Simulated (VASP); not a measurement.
# Nb (Im-3m) in VASP: a series of runs, part 2 of 2

VASP 6.6.1. The steps go on from the part before.

### Step 3. Single point, PBE

This run uses another cell than the first one, of 17.77 Å³/atom, 0.925 times its volume.

INCAR

```
SYSTEM = Nb
PREC = Accurate ; ENCUT = 520
EDIFF = 1E-6 ; ISMEAR = -1
SIGMA = 0.06122561905347299 ; LREAL = .False.
LASPH = .True. ; NELM = 60
ALGO = Normal ; ISIF = 2
LWAVE = .False. ; LCHARG = .True.
GGA = PE ; LELF = .True.
LVHAR = .True. ; NBANDS = 12
```

KPOINTS

```
Automatic mesh
0
Gamma
  46 46 46
  0 0 0
```

POSCAR

```
Nb
1.0
   -1.6438059488      1.6438059488      1.6438059488
    1.6438059488     -1.6438059488      1.6438059488
    1.6438059488      1.6438059488     -1.6438059488
Nb
1
Direct
    0.0000000000      0.0000000000      0.0000000000
```

Potentials or basis: VASP PAW PBE potentials, release 64 (Nb_sv).

Started as:

```
$ cat potpaw_PBE.64/Nb_sv/POTCAR > POTCAR
$ mpirun -np 1 vasp_std > vasp.out
```

Wall time 9.5 min (1 thread of AMD EPYC 7R43 (Zen 3), shared host); peak memory 0.53 GiB.

It converged, with:

- Free energy: -10.2220 eV
- Pressure: 3.3 GPa

Levels at points of the mesh, in eV from the Fermi level:
```tsv
k point	band 4	band 5	band 6	band 7	band 8	band 9	band 10	band 11
(0.00, 0.00, 0.00)	-29.62	-5.97	0.36	0.36	0.36	3.32	3.32	14.26
(0.50, 0.00, 0.00)	-29.63	-3.78	-1.70	2.35	3.36	4.05	6.49	11.66
(0.50, 0.50, 0.50)	-30.59	-3.80	-3.80	5.70	5.70	5.70	9.19	9.19
```

### Step 4. Single point, PBE

This run uses another cell than the first one, of 18.13 Å³/atom, 0.943 times its volume.

INCAR

```
ALGO = Normal ; EDIFF = 1E-6
ENCUT = 520 ; GGA = PE
ISIF = 2 ; ISMEAR = -1
LASPH = T ; LCHARG = T
LELF = T ; LREAL = F
LVHAR = T ; LWAVE = F
NBANDS = 12 ; NELM = 100
PREC = Accurate ; SIGMA = 0.06122561905347299
```

KPOINTS

```
k-points
0
Gamma
  46 46 46
```

POSCAR

```
Nb
1.0
   -1.6549130827      1.6549130827      1.6549130827
    1.6549130827     -1.6549130827      1.6549130827
    1.6549130827      1.6549130827     -1.6549130827
Nb
1
Direct
    0.0000000000      0.0000000000      0.0000000000
```

Potentials or basis: VASP PAW PBE potentials, release 64 (Nb_sv).

Started as:

```
$ cat potpaw_PBE.64/Nb_sv/POTCAR > POTCAR
$ mpirun -np 1 vasp_std > vasp.out
```

OUTCAR:

```text
EDIFF = 1E-6
   ENCUT = 520
   GGA = PE
   ISIF = 2
   ISMEAR = -1
   LASPH = T
   LREAL = F
   NELM = 100
   PREC = Accurate

 ion  position               nearest neighbor table
   1  0.000  0.000  0.000-

  LATTYP: Found a body centered cubic cell.
 ALAT       =     3.3098261654

  Lattice vectors:

 A1 = (  -1.6549130827,   1.6549130827,   1.6549130827)
 A2 = (   1.6549130827,  -1.6549130827,   1.6549130827)
 A3 = (   1.6549130827,   1.6549130827,  -1.6549130827)

Analysis of symmetry for initial positions (statically):
=====================================================================
 Subroutine PRICEL returns:
 Original cell was already a primitive cell.

 Routine SETGRP: Setting up the symmetry group for a
 body centered cubic supercell.

 Subroutine GETGRP returns: Found 48 space group operations
 (whereof 48 operations were pure point group operations)
 out of a pool of 48 trial point group operations.

The static configuration has the point symmetry O_h .

Analysis of symmetry for dynamics (positions and initial velocities):
=====================================================================
 Subroutine PRICEL returns:
[... 160 lines left out ...]
 Fermi energy:        11.0900884741

 k-point     1 :       0.0000    0.0000    0.0000
  band No.  band energies     occupation
      1     -43.2873      2.00000
      2     -18.5983      2.00000
      3     -18.5983      2.00000
      4     -18.5983      2.00000
      5       5.1545      2.00000
      6      11.4572      0.00496
      7      11.4572      0.00496
      8      11.4572      0.00496
      9      14.3452      0.00000
     10      14.3452      0.00000
     11      25.2901      0.00000
     12      25.2901      0.00000
[... 331 lines left out ...]
 k-point    24 :       0.5000    0.0000    0.0000
  band No.  band energies     occupation
      1     -43.0482      2.00000
      2     -19.9274      2.00000
      3     -19.0179      2.00000
      4     -18.6107      2.00000
      5       7.3927      2.00000
      6       9.4503      2.00000
      7      13.3387      0.00000
      8      14.3718      0.00000
      9      15.0490      0.00000
     10      17.4098      0.00000
     11      22.6891      0.00000
     12      23.0256      0.00000

 [... further k-points ...]
[... 5 lines left out ...]
  --------------------------------------------------------------------------------------
  -------------------------------------------------------------------------------------
  Total       -0.0258684     -0.0258684     -0.0258684     -0.0000000     -0.0000000      0.0000000
  in kB       -2.2860993     -2.2860993     -2.2860993     -0.0000000     -0.0000000      0.0000000
  external PRESSURE =      -2.2860993 kB  Pullay stress =       0.0000000 kB

 VOLUME and BASIS-vectors are now :
 -----------------------------------------------------------------------------
  energy-cutoff  :      520.00
  volume of cell :       18.13
      direct lattice vectors                 reciprocal lattice vectors
    -1.654913083  1.654913083  1.654913083     0.000000000  0.302130671  0.302130671
     1.654913083 -1.654913083  1.654913083     0.302130671  0.000000000  0.302130671
     1.654913083  1.654913083 -1.654913083     0.302130671  0.302130671  0.000000000

 POSITION                                       TOTAL-FORCE (eV/Angst)
 -----------------------------------------------------------------------------------
      0.00000      0.00000      0.00000         0.000000      0.000000     -0.000000
 -----------------------------------------------------------------------------------
    total drift:                               -0.000000     -0.000000     -0.000000

  FREE ENERGIE OF THE ION-ELECTRON SYSTEM (eV)
  ---------------------------------------------------
  free  energy   TOTEN  =       -10.2257380648 eV

  energy  without entropy=      -10.2069575305  energy(sigma->0) =      -10.21634780
```

OSZICAR:

```text
N       E                     dE             d eps       ncg     rms          rms(c)
DAV:   1     0.116245043692E+03    0.11625E+03   -0.72731E+03 59176   0.108E+03
DAV:   2    -0.587668423043E+01   -0.12212E+03   -0.11768E+03 63716   0.389E+02
DAV:   3    -0.103604124897E+02   -0.44837E+01   -0.42680E+01 84432   0.655E+01
DAV:   4    -0.106419208644E+02   -0.28151E+00   -0.27960E+00 82916   0.148E+01
DAV:   5    -0.106523497712E+02   -0.10429E-01   -0.10425E-01 85504   0.241E+00    0.705E+00
DAV:   6    -0.102644318519E+02    0.38792E+00   -0.59399E-01 94932   0.981E+00    0.246E+00
DAV:   7    -0.102203236850E+02    0.44108E-01   -0.18036E-01 97756   0.537E+00    0.952E-01
DAV:   8    -0.102256772018E+02   -0.53535E-02   -0.12307E-02 70404   0.146E+00    0.413E-02
DAV:   9    -0.102257276305E+02   -0.50429E-04   -0.97284E-04 92960   0.295E-01    0.419E-02
DAV:  10    -0.102257451209E+02   -0.17490E-04   -0.28317E-05 69232   0.686E-02    0.151E-02
DAV:  11    -0.102257383281E+02    0.67928E-05   -0.56069E-06 79384   0.403E-02    0.270E-03
DAV:  12    -0.102257380648E+02    0.26331E-06   -0.17163E-07 39984   0.560E-03
   1 F= -.10225738E+02 E0= -.10216348E+02  d E =-.187805E-01
```

Wall time 7.8 min (1 thread of AMD EPYC 7R43 (Zen 3), shared host); peak memory 0.54 GiB.

Results:

* Free energy: -10.2257 eV
* Pressure: -0.2 GPa

### Step 5. Single point, PBE

This run uses another cell than the first one, of 18.49 Å³/atom, 0.962 times its volume.

INCAR

```
PREC     = Accurate       # precision mode
ENCUT    = 520            # plane-wave cutoff, eV
EDIFF    = 1E-6           # SCF threshold, eV
ISMEAR   = -1             # smearing method
SIGMA    = 0.06122561905347299 # smearing width, eV
LREAL    = False          # projectors in reciprocal space
LASPH    = True           # aspherical terms in the spheres
NELM     = 60             # most SCF steps
ALGO     = Normal         # electronic algorithm
ISIF     = 2              # what is computed and relaxed
LWAVE    = False          # write WAVECAR
LCHARG   = False          # write CHGCAR
GGA      = PE             # functional
NBANDS   = 12             # bands
```

KPOINTS

```
regular mesh
0
Gamma
  46 46 46
```

POSCAR

```
Nb
1.0
   -1.6658730914      1.6658730914      1.6658730914
    1.6658730914     -1.6658730914      1.6658730914
    1.6658730914      1.6658730914     -1.6658730914
Nb
1
Direct
    0.0000000000      0.0000000000      0.0000000000
```

Started as:

```
$ cat potpaw_PBE.64/Nb_sv/POTCAR > POTCAR
$ mpirun -np 1 vasp_std > vasp.out
```

Wall time 2.9 min (1 thread of Intel Xeon 6975P-C (Granite Rapids), shared host); peak memory 0.61 GiB.

It converged, with:

- Free energy: -10.2218 eV
- Pressure: -3.5 GPa

Levels at points of the mesh, in eV from the Fermi level:
```tsv
k point	band 3	band 4	band 5	band 6	band 7	band 8	band 9	band 10	band 11	band 12
(0.00, 0.00, 0.00)	-29.76	-29.76	-5.90	0.37	0.37	0.37	3.19	3.19	14.14	14.14
(0.50, 0.00, 0.00)	-30.15	-29.77	-3.62	-1.58	2.16	3.21	3.87	6.16	11.53	11.63
(0.50, 0.50, 0.50)	-30.61	-30.61	-3.57	-3.57	5.42	5.42	5.42	8.85	8.85	8.85
```

### Step 6. Single point, PBE

This run uses another cell than the first one, of 18.85 Å³/atom, 0.981 times its volume.

INCAR

```
SYSTEM = Nb
ALGO = Normal
EDIFF = 1E-6
ENCUT = 520
GGA = PE
ISIF = 2
ISMEAR = -1
LASPH = .TRUE.
LCHARG = .TRUE.
LELF = .TRUE.
LREAL = .FALSE.
LVHAR = .TRUE.
LWAVE = .FALSE.
NBANDS = 12
NELM = 80
PREC = Accurate
SIGMA = 0.06122561905347299
```

KPOINTS

```
k-points
0
G
  46 46 46
  0 0 0
```

POSCAR

```
Nb
1.0
   -1.6766907523      1.6766907523      1.6766907523
    1.6766907523     -1.6766907523      1.6766907523
    1.6766907523      1.6766907523     -1.6766907523
Nb
1
Direct
    0.0000000000      0.0000000000      0.0000000000
```

Potentials or basis: VASP PAW PBE potentials, release 64 (Nb_sv).

Started as:

```
$ cat potpaw_PBE.64/Nb_sv/POTCAR > POTCAR
$ mpirun -np 1 vasp_std > vasp.out
```

Run time: 3.4 min. Hardware: 1 thread of Intel Xeon 6975P-C (Granite Rapids), shared host; peak memory 0.61 GiB.

It converged, with:

```yaml
Free_energy: -10.2108 eV
Pressure: -6.4 GPa
```

Levels at points of the mesh, in eV from the Fermi level:
```tsv
k point	band 4	band 5	band 6	band 7	band 8	band 9	band 10	band 11
(0.00, 0.00, 0.00)	-29.82	-5.86	0.37	0.37	0.37	3.13	3.13	14.09
(0.50, 0.00, 0.00)	-29.83	-3.54	-1.53	2.07	3.14	3.78	6.01	11.34
(0.50, 0.50, 0.50)	-30.63	-3.47	-3.47	5.29	5.29	5.29	8.69	8.69
```

### Step 7. The runs side by side

| cell | gap on the mesh (eV) | pressure (GPa) |
| --- | --- | --- |
| a = 2.923 Å, angles 109.5°, 1 atom | none | -9.1 |
| a = 2.847 Å, angles 109.5°, 1 atom | none | 3.3 |
| a = 2.866 Å, angles 109.5°, 1 atom | none | -0.2 |
| a = 2.885 Å, angles 109.5°, 1 atom | none | -3.5 |
| a = 2.904 Å, angles 109.5°, 1 atom | none | -6.4 |

Alike in all rows: task single point; level PBE; potentials or basis VASP PAW PBE potentials, release 64 (Nb_sv); no spin polarisation; k mesh 46 × 46 × 46; cutoff (eV) 520; smearing fermi-dirac 0.0612256 eV.

Total energies depend on the potentials used, so only differences within one code and one set of settings carry meaning.
